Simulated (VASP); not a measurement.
# CaMn2Bi2 (P-3m1) in VASP: a series of runs, part 2 of 2

VASP 6.6.1. Earlier steps stand in the parts before.

### 3 Single point, LDA, collinear spin, antiferromagnetic start

This run uses another cell than the first one, of 23.67 Å³/atom.

The input, INCAR:

```
SYSTEM = CaMn2Bi2
PREC = Accurate
ENCUT = 520
EDIFF = 1E-6
ISMEAR = 0
SIGMA = 0.05
LREAL = .False.
LASPH = .True.
NELM = 150
ALGO = Normal
ISIF = 2
LWAVE = .False.
LCHARG = .False.
ISPIN = 2
MAGMOM = 0 3.5 -3.5 0 0
LORBIT = 11
LMAXMIX = 4
NBANDS = 45
KPAR = 4
```

The input, KPOINTS:

```
regular mesh
0
Gamma
  12 12 6
  0 0 0
```

The input, POSCAR:

```
CaMn2Bi2
1.0
    4.1964178034      0.0000000000      0.0000000000
   -2.0982089017      3.6342044226      0.0000000000
    0.0000000000      0.0000000000      7.7602755270
Ca Mn Bi
1 2 2
Direct
    0.0000000000      0.0000000000      0.0000000000
    0.6666666667      0.3333333333      0.5991374277
    0.3333333333      0.6666666667      0.4008625723
    0.6666666667      0.3333333333      0.2573867333
    0.3333333333      0.6666666667      0.7426132667
```

Potentials or basis: VASP PAW LDA potentials, release 64 (Ca_sv, Mn_pv, Bi_d).

The run is started by

```
> cat potpaw_LDA.64/Ca_sv/POTCAR potpaw_LDA.64/Mn_pv/POTCAR potpaw_LDA.64/Bi_d/POTCAR > POTCAR
> mpirun -np 4 vasp_std > vasp.out
```

OUTCAR:

```text
SYSTEM = CaMn2Bi2
   PREC = Accurate
   ENCUT = 520
   EDIFF = 1E-6
   ISMEAR = 0
   LREAL = .False.
   LASPH = .True.
   NELM = 150
   ISIF = 2
   ISPIN = 2
   LORBIT = 11

 ion  position               nearest neighbor table
   1  0.000  0.000  0.000-   4 3.14   5 3.14   5 3.14   4 3.14   4 3.14   5 3.14
   2  0.667  0.333  0.599-   4 2.65   5 2.67   5 2.67   5 2.67   3 2.87   3 2.87   3 2.87
   3  0.333  0.667  0.401-   5 2.65   4 2.67   4 2.67   4 2.67   2 2.87   2 2.87   2 2.87
   4  0.667  0.333  0.257-   2 2.65   3 2.67   3 2.67   3 2.67   1 3.14   1 3.14   1 3.14
   5  0.333  0.667  0.743-   3 2.65   2 2.67   2 2.67   2 2.67   1 3.14   1 3.14   1 3.14

  LATTYP: Found a hexagonal cell.
 ALAT       =     4.1964178034
 C/A-ratio  =     1.8492618921

  Lattice vectors:

 A1 = (   4.1964178034,   0.0000000000,   0.0000000000)
 A2 = (  -2.0982089017,   3.6342044226,   0.0000000000)
 A3 = (   0.0000000000,   0.0000000000,   7.7602755270)

Analysis of symmetry for initial positions (statically):
=====================================================================
 Subroutine PRICEL returns:
[... 2515 lines left out ...]
  -------------------------------------------------------------------------------------
  Total        2.1048887      2.1048887     -1.3072891     -0.0000000     -0.0000000      0.0000000
  in kB       28.4953834     28.4953834    -17.6977068     -0.0000000     -0.0000000      0.0000000
  external PRESSURE =      13.0976867 kB  Pullay stress =       0.0000000 kB

 VOLUME and BASIS-vectors are now :
 -----------------------------------------------------------------------------
  energy-cutoff  :      520.00
  volume of cell :      118.35
      direct lattice vectors                 reciprocal lattice vectors
     4.196417803  0.000000000  0.000000000     0.238298484  0.137581694  0.000000000
    -2.098208902  3.634204423  0.000000000     0.000000000  0.275163388  0.000000000
     0.000000000  0.000000000  7.760275527     0.000000000  0.000000000  0.128861404

 POSITION                                       TOTAL-FORCE (eV/Angst)
 -----------------------------------------------------------------------------------
      0.00000      0.00000      0.00000         0.000000      0.000000      0.000000
      2.09821      1.21140      4.64947        -0.000000      0.000000     -0.649781
     -0.00000      2.42280      3.11080         0.000000     -0.000000      0.649781
      2.09821      1.21140      1.99739         0.000000     -0.000000      0.022931
     -0.00000      2.42280      5.76288         0.000000      0.000000     -0.022931
 -----------------------------------------------------------------------------------
    total drift:                               -0.000000      0.000000      0.000000

  FREE ENERGIE OF THE ION-ELECTRON SYSTEM (eV)
  ---------------------------------------------------
  free  energy   TOTEN  =       -30.7490351470 eV

  energy  without entropy=      -30.7446997483  energy(sigma->0) =      -30.74686745

 total charge

# of ion       s       p       d       tot
------------------------------------------
    1        2.041   5.837   0.300   8.178
    2        0.292   6.231   5.084  11.607
    3        0.292   6.231   5.084  11.607
    4        1.430   1.790   9.912  13.133
    5        1.430   1.790   9.912  13.133
--------------------------------------------------
tot          5.486  21.879  30.292  57.657

 magnetization (x)

# of ion       s       p       d       tot
------------------------------------------
    1        0.000   0.000   0.000   0.000
    2        0.037   0.040   3.216   3.293
    3       -0.037  -0.040  -3.216  -3.293
    4       -0.001   0.023  -0.012   0.010
    5        0.001  -0.023   0.012  -0.010
--------------------------------------------------
tot          0.000   0.000   0.000   0.000
```

OSZICAR:

```text
N       E                     dE             d eps       ncg     rms          rms(c)
DAV:   1     0.829779711175E+03    0.82978E+03   -0.35419E+04 18045   0.180E+03
DAV:   2     0.474720593891E+02   -0.78231E+03   -0.75810E+03 18000   0.536E+02
DAV:   3    -0.287991570313E+02   -0.76271E+02   -0.73559E+02 19526   0.180E+02
DAV:   4    -0.329514228248E+02   -0.41523E+01   -0.40766E+01 26223   0.405E+01
DAV:   5    -0.332125946229E+02   -0.26117E+00   -0.26016E+00 27827   0.804E+00    0.153E+01
DAV:   6    -0.379990123631E+02   -0.47864E+01   -0.42355E+01 22239   0.459E+01    0.334E+01
DAV:   7    -0.305413938448E+02    0.74576E+01   -0.35388E+01 20501   0.344E+01    0.608E+00
DAV:   8    -0.307863948080E+02   -0.24500E+00   -0.18817E+00 21668   0.567E+00    0.380E+00
DAV:   9    -0.307447830062E+02    0.41612E-01   -0.45728E-01 24120   0.542E+00    0.121E+00
DAV:  10    -0.307476909985E+02   -0.29080E-02   -0.90783E-02 22645   0.195E+00    0.643E-01
DAV:  11    -0.307489718519E+02   -0.12809E-02   -0.57900E-03 24568   0.756E-01    0.239E-01
DAV:  12    -0.307490372710E+02   -0.65419E-04   -0.10483E-03 26484   0.197E-01    0.105E-01
DAV:  13    -0.307490293336E+02    0.79374E-05   -0.15877E-04 24302   0.105E-01    0.317E-02
DAV:  14    -0.307490318498E+02   -0.25162E-05   -0.29381E-05 26590   0.448E-02    0.143E-02
DAV:  15    -0.307490346949E+02   -0.28451E-05   -0.46627E-06 16870   0.170E-02    0.716E-03
DAV:  16    -0.307490351470E+02   -0.45204E-06   -0.63795E-07 10685   0.689E-03
   1 F= -.30749035E+02 E0= -.30746867E+02  d E =-.433540E-02  mag=     0.0000
```

It took 2.3 min on 4 MPI ranks of Intel Xeon 6975P-C (Granite Rapids), shared host; peak memory 0.79 GiB.

Results:

| Property | Result |
| --- | --- |
| Free energy | -30.7490 eV |
| Pressure | 1.3 GPa |
| Largest force | 0.650 eV/Å |
| Band gap on the k mesh | zero (filled and empty bands overlap) |
| Net moment | 0.00 μB per cell |
| Site moments | Ca +0.00; Mn +3.29, -3.29; Bi +0.01, -0.01 μB |
| Valence electrons inside the program's atomic spheres | Ca 8.18; Mn 11.61; Bi 13.13 |

Forces in eV/Å, atoms in the order of the input:
```
Ca   0.000  0.000  0.000
Mn   0.000  0.000 -0.650
Mn   0.000  0.000  0.650
Bi   0.000  0.000  0.023
Bi   0.000  0.000 -0.023
```

Stress tensor (GPa, compression positive):
```
 2.85  0.00  0.00
 0.00  2.85  0.00
 0.00  0.00 -1.77
```

Levels at points of the mesh, in eV from the Fermi level:
Spin up:
```
           k point  band 29  band 30  band 31  band 32  band 33  band 34  band 35  band 36  band 37  band 38
(0.00, 0.00, 0.00)    -1.32    -1.32    -0.60     0.18     0.18     0.95     0.95     0.98     1.81     2.53
(0.50, 0.00, 0.00)    -2.23    -2.08    -1.62    -1.56    -0.93    -0.05     0.48     0.62     0.65     1.44
(0.00, 0.00, 0.50)    -1.39    -1.19    -1.19     0.07     0.07     0.60     1.00     1.00     2.20     2.20
(0.50, 0.00, 0.50)    -2.24    -1.97    -1.73    -1.25    -0.90     0.09     0.41     0.62     0.71     1.71
```
Spin down:
```tsv
k point	band 29	band 30	band 31	band 32	band 33	band 34	band 35	band 36	band 37	band 38
(0.00, 0.00, 0.00)	-1.32	-1.32	-0.60	0.18	0.18	0.95	0.95	0.98	1.81	2.53
(0.50, 0.00, 0.00)	-2.23	-2.08	-1.62	-1.56	-0.93	-0.05	0.48	0.62	0.65	1.44
(0.00, 0.00, 0.50)	-1.39	-1.19	-1.19	0.07	0.07	0.60	1.00	1.00	2.20	2.20
(0.50, 0.00, 0.50)	-2.24	-1.97	-1.73	-1.25	-0.90	0.09	0.41	0.62	0.71	1.71
```

Caveat: the antiferromagnetic order is the one typed at the start, and another may lie lower; spin-orbit coupling is left out, which moves the levels of the heavy elements.

### 4 Single point, LDA, collinear spin, antiferromagnetic start (23.99 Å³/atom)

This run uses another cell than the first one, of 23.99 Å³/atom.

The input, INCAR:

```
ALGO = Normal
EDIFF = 1E-6
ENCUT = 520
GGA = CA
ISIF = 2
ISMEAR = 0
ISPIN = 2
KPAR = 4
LASPH = True
LCHARG = True
LMAXMIX = 4
LORBIT = 11
LREAL = False
LVHAR = True
LWAVE = False
MAGMOM = 0 3.81 -3.81 0 0
NBANDS = 45
NELM = 150
PREC = Accurate
SIGMA = 0.05
```

The input, KPOINTS:

```
k-points
0
Gamma
  12 12 6
```

The input, POSCAR:

```
CaMn2Bi2
1.0
    4.2906951851      0.0000000000      0.0000000000
   -2.1453475926      3.7158510302      0.0000000000
    0.0000000000      0.0000000000      7.5236420576
Ca Mn Bi
1 2 2
Direct
    0.0000000000      0.0000000000     -0.0000005280
    0.6666666667      0.3333333333      0.5977306609
    0.3333333333      0.6666666667      0.4022696514
    0.6666666667      0.3333333333      0.2521602360
    0.3333333333      0.6666666667      0.7478399797
```

The run is started by

```
> cat potpaw_LDA.64/Ca_sv/POTCAR potpaw_LDA.64/Mn_pv/POTCAR potpaw_LDA.64/Bi_d/POTCAR > POTCAR
> mpirun -np 4 vasp_std > vasp.out
```

Wall time 2.3 min (4 MPI ranks of Intel Xeon 6975P-C (Granite Rapids), shared host); peak memory 0.79 GiB.

Results (log left out):

| Quantity | Value |
| --- | --- |
| Free energy | -30.8220 eV |
| Pressure | 0.6 GPa |
| Largest force | 0.090 eV/Å |
| Band gap on the k mesh | zero (filled and empty bands overlap) |
| Net moment | 0.00 μB per cell |
| Site moments | Ca +0.00; Mn +3.37, -3.37; Bi +0.01, -0.01 μB |
| Valence electrons inside the program's atomic spheres | Ca 8.19; Mn 11.58; Bi 13.12 |

Forces in eV/Å, atoms in the order of the input:
```
Ca   0.000  0.000  0.000
Mn   0.000  0.000 -0.060
Mn   0.000  0.000  0.060
Bi   0.000  0.000  0.090
Bi   0.000  0.000 -0.090
```

Levels at points of the mesh, in eV from the Fermi level:
Spin up:
```
           k point  band 30  band 31  band 32  band 33  band 34  band 35  band 36  band 37
(0.00, 0.00, 0.00)    -1.33    -0.57     0.12     0.12     0.81     0.81     1.37     1.77
(0.50, 0.00, 0.00)    -2.09    -1.61    -1.56    -1.03    -0.02     0.58     0.62     0.66
(0.00, 0.00, 0.50)    -1.15    -1.15    -0.03    -0.03     0.70     0.91     0.91     2.01
(0.50, 0.00, 0.50)    -1.91    -1.73    -1.19    -0.97     0.19     0.47     0.64     0.77
```
Spin down:
```tsv
k point	band 30	band 31	band 32	band 33	band 34	band 35	band 36	band 37
(0.00, 0.00, 0.00)	-1.33	-0.57	0.12	0.12	0.81	0.81	1.37	1.77
(0.50, 0.00, 0.00)	-2.09	-1.61	-1.56	-1.03	-0.02	0.58	0.62	0.66
(0.00, 0.00, 0.50)	-1.15	-1.15	-0.03	-0.03	0.70	0.91	0.91	2.01
(0.50, 0.00, 0.50)	-1.91	-1.73	-1.19	-0.97	0.19	0.47	0.64	0.77
```

Caveat: the antiferromagnetic order is the one typed at the start, and another may lie lower; spin-orbit coupling is left out, which moves the levels of the heavy elements.

### 5 Overview

| cell | gap on the mesh (eV) | pressure (GPa) | moment (μB) | largest force (eV/Å) |
| --- | --- | --- | --- | --- |
| a = 4.243, b = 4.243, c = 7.537 Å, angles 90.0, 90.0, 120.0°, 5 atoms, atomic positions A | none | 1.6 | 0.00 | 0.09 |
| a = 4.196, b = 4.196, c = 7.760 Å, angles 90.0, 90.0, 120.0°, 5 atoms, atomic positions B | none | 1.3 | 0.00 | 0.65 |
| a = 4.291, b = 4.291, c = 7.524 Å, angles 90.0, 90.0, 120.0°, 5 atoms, atomic positions C | none | 0.6 | 0.00 | 0.09 |

Alike in all rows: task single point; level LDA; potentials or basis VASP PAW LDA potentials, release 64 (Ca_sv, Mn_pv, Bi_d); spin collinear, antiferromagnetic start; k mesh 12 × 12 × 6; cutoff (eV) 520; smearing gaussian 0.05 eV.

Caveats: the antiferromagnetic order is the one typed at the start, and another may lie lower; spin-orbit coupling is left out, which moves the levels of the heavy elements.

Absolute energies hang on the potentials; compare differences alone.
